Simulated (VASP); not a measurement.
# Rb (P6_3/mmc) in VASP: a series of runs

Rb is run at these levels: r2SCAN; tasks: single point.

Everything below comes from runs of VASP 6.6.1. Logs are shortened: lines on timing, memory, paths and dates and some standing lists are left out, and cuts for length are marked.

### 1 The cell of the first run

The structure is hexagonal, space group P6_3/mmc (No. 194). Conventional cell: a = 4.986 Å, b = 4.986 Å, c = 8.543 Å, α = 90.00°, β = 90.00°, γ = 120.00°.

This isn't the form of Rb at room conditions, which is bcc.

### 2 Single point, r2SCAN (biaxial strain in the a-b plane: -2.0 %, then relaxed in part)

File POSCAR:

```
Rb
1.0
    4.9864428365      0.0000000000      0.0000000000
   -2.4932214182      4.3183861709      0.0000000000
    0.0000000000      0.0000000000      8.5433626758
Rb
2
Direct
    0.3333333333      0.6666666667      0.2500000000
    0.6666666667      0.3333333333      0.7500000000
```

File INCAR.step1:

```
PREC     = Accurate       # precision mode
ENCUT    = 520            # plane-wave cutoff, eV
ISMEAR   = 0              # smearing method
SIGMA    = 0.1            # smearing width, eV
LREAL    = F              # projectors in reciprocal space
LASPH    = T              # aspherical terms in the spheres
NELM     = 80             # most SCF steps
NBANDS   = 16             # bands
GGA      = PE             # functional
ALGO     = Normal         # electronic algorithm
EDIFF    = 1E-4           # SCF threshold, eV
LWAVE    = T              # write WAVECAR
LCHARG   = F              # write CHGCAR
```

File INCAR.step2:

```
PREC     = Accurate       # precision mode
ENCUT    = 520            # plane-wave cutoff, eV
EDIFF    = 1E-6           # SCF threshold, eV
ISMEAR   = 0              # smearing method
SIGMA    = 0.1            # smearing width, eV
LREAL    = F              # projectors in reciprocal space
LASPH    = T              # aspherical terms in the spheres
NELM     = 80             # most SCF steps
ALGO     = Normal         # electronic algorithm
ISIF     = 2              # what is computed and relaxed
LWAVE    = F              # write WAVECAR
LCHARG   = F              # write CHGCAR
METAGGA  = R2SCAN         # meta-GGA
LMIXTAU  = T            
NBANDS   = 16             # bands
ISTART   = 1
```

File KPOINTS:

```
Automatic mesh
0
Gamma
  9 9 6
```

Potentials or basis: VASP PAW PBE potentials, release 64 (Rb_sv).

On the command line:

```console
cat potpaw_PBE.64/Rb_sv/POTCAR > POTCAR
cp INCAR.step1 INCAR
mpirun -np 1 vasp_std > vasp.out
cp INCAR.step2 INCAR
mpirun -np 1 vasp_std > vasp.out
```

OUTCAR:

```text
PREC = Accurate
   ENCUT = 520
   EDIFF = 1E-6
   ISMEAR = 0
   LREAL = F
   LASPH = T
   NELM = 80
   ISIF = 2
   METAGGA = R2SCAN
   ISTART = 1

 ion  position               nearest neighbor table
   1  0.333  0.667  0.250-   2 5.15   2 5.15   2 5.15   2 5.15   2 5.15   2 5.15
   2  0.667  0.333  0.750-   1 5.15   1 5.15   1 5.15   1 5.15   1 5.15   1 5.15

  LATTYP: Found a hexagonal cell.
 ALAT       =     4.9864428365
 C/A-ratio  =     1.7133180818

  Lattice vectors:

 A1 = (   4.9864428365,   0.0000000000,   0.0000000000)
 A2 = (  -2.4932214182,   4.3183861709,   0.0000000000)
 A3 = (   0.0000000000,   0.0000000000,   8.5433626758)

Analysis of symmetry for initial positions (statically):
=====================================================================
 Subroutine PRICEL returns:
 Original cell was already a primitive cell.

 Routine SETGRP: Setting up the symmetry group for a
 hexagonal supercell.

 Subroutine GETGRP returns: Found 24 space group operations
 (whereof 12 operations were pure point group operations)
 out of a pool of 24 trial point group operations.

The static configuration has the point symmetry D_3d.
 The point group associated with its full space group is D_6h.

Analysis of symmetry for dynamics (positions and initial velocities):
=====================================================================
 Subroutine PRICEL returns:
 Original cell was already a primitive cell.

 Routine SETGRP: Setting up the symmetry group for a
 hexagonal supercell.

 Subroutine GETGRP returns: Found 24 space group operations
 (whereof 12 operations were pure point group operations)
 out of a pool of 24 trial point group operations.

The dynamic configuration has the point symmetry D_3d.
 The point group associated with its full space group is D_6h.

 Subroutine INISYM returns: Found 24 space group operations
 (whereof 12 operations are pure point group operations),
 and found     1 'primitive' translations

----------------------------------------------------------------------------------------

                                     Primitive cell

  volume of cell :     183.9675

  direct lattice vectors                    reciprocal lattice vectors
     4.986442837  0.000000000  0.000000000     0.200543761  0.115783994  0.000000000
    -2.493221418  4.318386171  0.000000000     0.000000000  0.231567989  0.000000000
     0.000000000  0.000000000  8.543362676     0.000000000  0.000000000  0.117049930

  length of vectors
     4.986442837  4.986442836  8.543362676     0.231567989  0.231567989  0.117049930

  position of ions in fractional coordinates (direct lattice)
     0.333333333  0.666666667  0.250000000
     0.666666667  0.333333333  0.750000000

  ion indices of the primitive-cell ions
   primitive index   ion index
                 1           1
                 2           2

----------------------------------------------------------------------------------------

 KPOINTS: Automatic mesh

Automatic generation of k-mesh.
 Grid dimensions read from file:
 generate k-points for:    9    9    6

 Generating k-lattice:

  Cartesian coordinates                     Fractional coordinates (reciprocal lattice)
     0.022282640  0.012864888  0.000000000     0.111111111 -0.000000000  0.000000000
     0.000000000  0.025729777  0.000000000     0.000000000  0.111111111  0.000000000
     0.000000000  0.000000000  0.019508322     0.000000000  0.000000000  0.166666667

  Length of vectors
     0.025729777  0.025729777  0.019508322

  Shift w.r.t. Gamma in fractional coordinates (k-lattice)
     0.000000000  0.000000000  0.000000000

 Subroutine IBZKPT returns following result:
 ===========================================

 Found     48 irreducible k-points:

 Following reciprocal coordinates:
            Coordinates               Weight
  0.000000  0.000000  0.000000      1.000000
  0.111111 -0.000000  0.000000      6.000000
  0.222222  0.000000  0.000000      6.000000
  0.333333  0.000000  0.000000      6.000000
  0.444444  0.000000  0.000000      6.000000
  0.111111  0.111111  0.000000      6.000000
[... 16 lines left out ...]
  0.333333  0.222222  0.166667     24.000000
  0.333333  0.333333  0.166667      4.000000
 [... further k-points ...]
   k-points           NKPTS =     48   k-points in BZ     NKDIM =     48   number of bands    NBANDS=     16
   number of dos      NEDOS =    301   number of ions     NIONS =      2
   total plane-waves  NPLWV = 102400
   dimension x,y,z NGX =    40 NGY =   40 NGZ =   64
   dimension x,y,z NGXF=    80 NGYF=   80 NGZF=  128
   ions per type =               2
   NGX,Y,Z   is equivalent  to a cutoff of  13.34, 13.34, 12.45 a.u.
   NGXF,Y,Z  is equivalent  to a cutoff of  26.67, 26.67, 24.91 a.u.
 SYSTEM =  unknown system
   PREC   = accura    normal or accurate (medium, high low for compatibility)
   ISTART =      1    job   : 0-new  1-cont  2-samecut
   ICHARG =      0    charge: 1-file 2-atom 10-const
   ISPIN  =      1    spin polarized calculation?
   LNONCOLLINEAR =      F non collinear calculations
   LSORBIT =      F    spin-orbit coupling
   LASPH  =      T    aspherical Exc in radial PAW
   ENCUT  =  520.0 eV  38.22 Ry    6.18 a.u.   9.27  9.27 15.88*2*pi/ulx,y,z
   NELM   =     80;   NELMIN=  2; NELMDL=  0     # of ELM steps
   EDIFF  = 0.1E-05   stopping-criterion for ELM
   LREAL  =      F    real-space projection
[... 7 lines left out ...]
   TEBEG  =    0.0;   TEEND  =   0.0 temperature during run
   PSTRESS=    0.0 pullay stress
   NELECT =      18.0000    total number of electrons
   NUPDOWN=      -1.0000    fix difference up-down
   EMIN   =  10.00;   EMAX   =-10.00  energy-range for DOS
   EFERMI =   0.00;   METHOD = LEGACY
   ISMEAR =     0;   SIGMA  =   0.10  broadening in eV -4-tet -1-fermi 0-gaus
   EFERMI_NEDOS =   21; number of points for ismear=-14 and -15
   IALGO  =     38    algorithm
   IMIX   =      4    mixing-type and parameters
     AMIX     =   0.40;   BMIX     =  1.00
     AMIX_MAG =   1.60;   BMIX_MAG =  1.00
  volume/ion in A,a.u.               =      91.98       620.74
  Fermi-wavevector in a.u.,A,eV,Ry     =   0.754372  1.425555  7.742754  0.569076
  Thomas-Fermi vector in A             =   1.852024
   LORBIT       =      0    0 simple, 1 ext, 2 COOP (PROOUT), +10 PAW based schemes
   METAGGA = R2SCAN    functional components
   LHFCALC =     F    Hartree Fock is set to
   AEXX    =    0.0000 exact exchange contribution
   IVDW    =     0    specifies the selected vdW correction
   LEPSILON=     F    determine dielectric tensor
   LRPA    =     F    only Hartree local field effects (RPA)
 non-spin polarized calculation
 Gauss-broadening in eV      SIGMA  =   0.10
  energy-cutoff  :      520.00
  volume of cell :      183.97
 maximum number of plane-waves:      4994
 NGX is ok and might be reduce to    40
   NGX = 19   NGY = 19   NGZ = 31

 number of electron      18.0000000 magnetization

 Free energy of the ion-electron system (eV)
  ---------------------------------------------------
  ext. energy  EPLUGINS =         0.00000000
  ---------------------------------------------------
  free energy    TOTEN  =       -27.83599330 eV

  energy without entropy =      -27.82682095  energy(sigma->0) =      -27.83140712

 E-fermi :   0.0593     XC(G=0):  -5.7006

 val. band max:        0.0035103379   @ k =   0.1111   0.1111   0.1667
 cond. band min:       0.0725132009   @ k =   0.3333   0.1111   0.5000
 fundamental gap:      0.0690028630
 Fermi energy:         0.0592505162

 k-point     1 :       0.0000    0.0000    0.0000
  band No.  band energies     occupation
      1     -30.0355      2.00000
      2     -30.0323      2.00000
      3     -13.6094      2.00000
      4     -13.5356      2.00000
      5     -13.5356      2.00000
      6     -13.5260      2.00000
[... 8 lines left out ...]
     15       4.3818      0.00000
     16       4.3818      0.00000

 k-point     2 :       0.1111   -0.0000    0.0000
  band No.  band energies     occupation
      1     -30.0350      2.00000
      2     -30.0320      2.00000
      3     -13.6057      2.00000
      4     -13.5454      2.00000
      5     -13.5384      2.00000
      6     -13.5361      2.00000
[... 8 lines left out ...]
     15       4.0794      0.00000
     16       4.5334      0.00000

 k-point     3 :       0.2222    0.0000    0.0000
  band No.  band energies     occupation
      1     -30.0338      2.00000
      2     -30.0313      2.00000
      3     -13.5956      2.00000
      4     -13.5704      2.00000
      5     -13.5609      2.00000
      6     -13.5454      2.00000
[... 8 lines left out ...]
     15       4.3200      0.00000
     16       4.3371      0.00000

 k-point     4 :       0.3333    0.0000    0.0000
  band No.  band energies     occupation
      1     -30.0324      2.00000
      2     -30.0305      2.00000
      3     -13.5991      2.00000
      4     -13.5882      2.00000
      5     -13.5822      2.00000
      6     -13.5531      2.00000
[... 8 lines left out ...]
     15       4.1016      0.00000
     16       4.6983      0.00000

 k-point     5 :       0.4444    0.0000    0.0000
  band No.  band energies     occupation
      1     -30.0313      2.00000
      2     -30.0301      2.00000
      3     -13.6178      2.00000
      4     -13.6056      2.00000
      5     -13.5707      2.00000
      6     -13.5580      2.00000
[... 8 lines left out ...]
     15       3.9403      0.00000
     16       4.8797      0.00000

 k-point     6 :       0.1111    0.1111    0.0000
  band No.  band energies     occupation
      1     -30.0342      2.00000
      2     -30.0315      2.00000
      3     -13.5988      2.00000
      4     -13.5606      2.00000
      5     -13.5556      2.00000
      6     -13.5418      2.00000
[... 8 lines left out ...]
     15       4.1916      0.00000
     16       4.3266      0.00000
[... 267 lines left out ...]
 k-point    21 :       0.4444    0.1111    0.1667
  band No.  band energies     occupation
      1     -30.0309      2.00000
      2     -30.0301      2.00000
      3     -13.6183      2.00000
      4     -13.6075      2.00000
      5     -13.5667      2.00000
      6     -13.5599      2.00000
[... 8 lines left out ...]
     15       3.5274      0.00000
     16       4.4167      0.00000

 k-point    22 :       0.2222    0.2222    0.1667
  band No.  band energies     occupation
      1     -30.0316      2.00000
      2     -30.0304      2.00000
      3     -13.5984      2.00000
      4     -13.5981      2.00000
      5     -13.5694      2.00000
      6     -13.5643      2.00000
[... 8 lines left out ...]
     15       3.0060      0.00000
     16       4.4806      0.00000

 k-point    23 :       0.3333    0.2222    0.1667
  band No.  band energies     occupation
      1     -30.0307      2.00000
      2     -30.0301      2.00000
      3     -13.6078      2.00000
      4     -13.5997      2.00000
      5     -13.5775      2.00000
      6     -13.5655      2.00000
[... 8 lines left out ...]
     15       2.9426      0.00000
     16       4.1744      0.00000

 k-point    24 :       0.3333    0.3333    0.1667
  band No.  band energies     occupation
      1     -30.0302      2.00000
      2     -30.0302      2.00000
      3     -13.5983      2.00000
      4     -13.5924      2.00000
      5     -13.5924      2.00000
      6     -13.5787      2.00000
[... 8 lines left out ...]
     15       3.0663      0.00000
     16       4.3266      0.00000

 [... further k-points ...]

------------------------ aborting loop because EDIFF is reached ----------------------------------------

  FORCE on cell =-STRESS in cart. coord.  units (eV):
  Direction    XX          YY          ZZ          XY          YZ          ZX
  --------------------------------------------------------------------------------------
  -------------------------------------------------------------------------------------
  Total        0.1731870      0.1731870      0.0164553      0.0000000     -0.0000000      0.0000000
  in kB        1.5082892      1.5082892      0.1433098      0.0000000     -0.0000000      0.0000000
  external PRESSURE =       1.0532960 kB  Pullay stress =       0.0000000 kB

 VOLUME and BASIS-vectors are now :
 -----------------------------------------------------------------------------
  energy-cutoff  :      520.00
  volume of cell :      183.97
      direct lattice vectors                 reciprocal lattice vectors
     4.986442837  0.000000000  0.000000000     0.200543761  0.115783994  0.000000000
    -2.493221418  4.318386171  0.000000000     0.000000000  0.231567989  0.000000000
     0.000000000  0.000000000  8.543362676     0.000000000  0.000000000  0.117049930

 POSITION                                       TOTAL-FORCE (eV/Angst)
 -----------------------------------------------------------------------------------
     -0.00000      2.87892      2.13584         0.000000     -0.000000      0.000000
      2.49322      1.43946      6.40752        -0.000000      0.000000      0.000000
 -----------------------------------------------------------------------------------
    total drift:                               -0.000000      0.000000     -0.000000

  FREE ENERGIE OF THE ION-ELECTRON SYSTEM (eV)
  ---------------------------------------------------
  free  energy   TOTEN  =       -27.8359932998 eV

  energy  without entropy=      -27.8268209497  energy(sigma->0) =      -27.83140712
```

Wall time 13 min (1 thread of Oxide Virtual Turin-like, shared host); peak memory 0.37 GiB.

What came out:

```yaml
Free_energy: -27.8360 eV
Pressure: 0.1 GPa
Band_gap_on_the_k_mesh: zero (bands 9 and 10 overlap by 2.52 eV)
```

Stress tensor (GPa, compression positive):
```
0.15 0.00 0.00
0.00 0.15 0.00
0.00 0.00 0.01
```

Levels at points of the mesh, in eV from the Fermi level:
| k point | band 7 | band 8 | band 9 | band 10 | band 11 | band 12 |
| --- | --- | --- | --- | --- | --- | --- |
| (0.00, 0.00, 0.00) | -13.59 | -13.58 | -2.10 | 0.13 | 0.40 | 3.70 |
| (0.00, 0.00, 0.50) | -13.59 | -13.59 | -1.43 | -1.43 | 2.31 | 2.31 |

Caveat: the cell differs from its parent crystal (biaxial strain in the a-b plane: -2.0 %, then relaxed in part); the PAW data sets were made with another functional, which shifts forces and pressure a little.

### 3 Single point, r2SCAN (biaxial strain in the a-b plane: -2.0 %)

POSCAR is that of step 2.

File INCAR.step1:

```
SYSTEM = Rb
PREC     = Accurate       ! precision mode
ENCUT    = 520            ! plane-wave cutoff, eV
ISMEAR   = 0              ! smearing method
SIGMA    = 0.1            ! smearing width, eV
LREAL    = .FALSE.        ! projectors in reciprocal space
LASPH    = .TRUE.         ! aspherical terms in the spheres
NELM     = 80             ! most SCF steps
NBANDS   = 16             ! bands
GGA      = PE             ! functional
ALGO     = Normal         ! electronic algorithm
EDIFF    = 1E-4           ! SCF threshold, eV
LWAVE    = .TRUE.         ! write WAVECAR
LCHARG   = .FALSE.        ! write CHGCAR
```

File INCAR.step2:

```
SYSTEM = Rb
PREC     = Accurate       ! precision mode
ENCUT    = 520            ! plane-wave cutoff, eV
EDIFF    = 1E-6           ! SCF threshold, eV
ISMEAR   = 0              ! smearing method
SIGMA    = 0.1            ! smearing width, eV
LREAL    = .FALSE.        ! projectors in reciprocal space
LASPH    = .TRUE.         ! aspherical terms in the spheres
NELM     = 80             ! most SCF steps
ALGO     = Normal         ! electronic algorithm
ISIF     = 2              ! what is computed and relaxed
LWAVE    = .FALSE.        ! write WAVECAR
LCHARG   = .FALSE.        ! write CHGCAR
METAGGA  = R2SCAN         ! meta-GGA
LMIXTAU  = .TRUE.       
NBANDS   = 16             ! bands
ISTART   = 1
```

File KPOINTS:

```
Automatic mesh
0
G
  9 9 6
  0 0 0
```

Potentials or basis: VASP PAW PBE potentials, release 64 (Rb_sv).

On the command line:

```console
cat potpaw_PBE.64/Rb_sv/POTCAR > POTCAR
cp INCAR.step1 INCAR
mpirun -np 1 vasp_std > vasp.out
cp INCAR.step2 INCAR
mpirun -np 1 vasp_std > vasp.out
```

Run time: 14 min. Hardware: 1 thread of Oxide Virtual Turin-like, shared host; peak memory 0.37 GiB.

The run converged. Its results:

```
Free energy            : -27.8360 eV
Pressure               : 0.1 GPa
Band gap on the k mesh : zero (bands 9 and 10 overlap by 2.52 eV)
```

Stress tensor (GPa, compression positive):
```
0.15 0.00 0.00
0.00 0.15 0.00
0.00 0.00 0.01
```

Levels at points of the mesh, in eV from the Fermi level:
```
           k point  band 6  band 7  band 8  band 9  band 10  band 11  band 12  band 13
(0.00, 0.00, 0.00)  -13.59  -13.59  -13.58   -2.10     0.13     0.40     3.70     3.93
(0.00, 0.00, 0.50)  -13.59  -13.59  -13.59   -1.43    -1.43     2.31     2.31     3.99
```

Caveat: the cell differs from its parent crystal (biaxial strain in the a-b plane: -2.0 %); the PAW data sets were made with another functional, which shifts forces and pressure a little.

### 4 Single point, r2SCAN

This run uses another cell than the first one, of 94.64 Å³/atom.

File POSCAR:

```
Rb
1.0
    5.0882069760      0.0000000000      0.0000000000
   -2.5441034880      4.4065165009      0.0000000000
    0.0000000000      0.0000000000      8.4420579800
Rb
2
Direct
    0.3333333333      0.6666666667      0.2500000000
    0.6666666667      0.3333333333      0.7500000000
```

File INCAR.step1:

```
PREC     = Accurate       # precision mode
ENCUT    = 520            # plane-wave cutoff, eV
ISMEAR   = 0              # smearing method
SIGMA    = 0.1            # smearing width, eV
LREAL    = False          # projectors in reciprocal space
LASPH    = True           # aspherical terms in the spheres
NELM     = 60             # most SCF steps
NBANDS   = 16             # bands
GGA      = PE             # functional
ALGO     = Normal         # electronic algorithm
EDIFF    = 1E-4           # SCF threshold, eV
LWAVE    = True           # write WAVECAR
LCHARG   = False          # write CHGCAR
```

File INCAR.step2:

```
PREC     = Accurate       # precision mode
ENCUT    = 520            # plane-wave cutoff, eV
EDIFF    = 1E-6           # SCF threshold, eV
ISMEAR   = 0              # smearing method
SIGMA    = 0.1            # smearing width, eV
LREAL    = False          # projectors in reciprocal space
LASPH    = True           # aspherical terms in the spheres
NELM     = 60             # most SCF steps
ALGO     = Normal         # electronic algorithm
ISIF     = 2              # what is computed and relaxed
LWAVE    = False          # write WAVECAR
LCHARG   = False          # write CHGCAR
METAGGA  = R2SCAN         # meta-GGA
LMIXTAU  = True         
NBANDS   = 16             # bands
ISTART   = 1
```

File KPOINTS:

```
Automatic mesh
0
Gamma
  9 9 6
```

On the command line:

```console
cat potpaw_PBE.64/Rb_sv/POTCAR > POTCAR
cp INCAR.step1 INCAR
mpirun -np 1 vasp_std > vasp.out
cp INCAR.step2 INCAR
mpirun -np 1 vasp_std > vasp.out
```

Wall time 12 min (1 thread of Oxide Virtual Turin-like, shared host); peak memory 0.38 GiB.

Results (log left out):

```yaml
Free_energy: -27.8396 eV
Pressure: 0.0 GPa
Band_gap_on_the_k_mesh: zero (bands 9 and 10 overlap by 2.44 eV)
```

Levels at points of the mesh, in eV from the Fermi level:
| k point | band 5 | band 6 | band 7 | band 8 | band 9 | band 10 | band 11 | band 12 | band 13 | band 14 |
| --- | --- | --- | --- | --- | --- | --- | --- | --- | --- | --- |
| (0.00, 0.00, 0.00) | -13.62 | -13.61 | -13.61 | -13.61 | -2.07 | 0.20 | 0.48 | 3.82 | 3.84 | 3.84 |
| (0.00, 0.00, 0.50) | -13.61 | -13.61 | -13.61 | -13.61 | -1.39 | -1.39 | 2.42 | 2.42 | 3.89 | 3.89 |

Caveat: the PAW data sets were made with another functional, which shifts forces and pressure a little.

The gap in the log of VASP goes by the Fermi energy; the results here count the filled bands.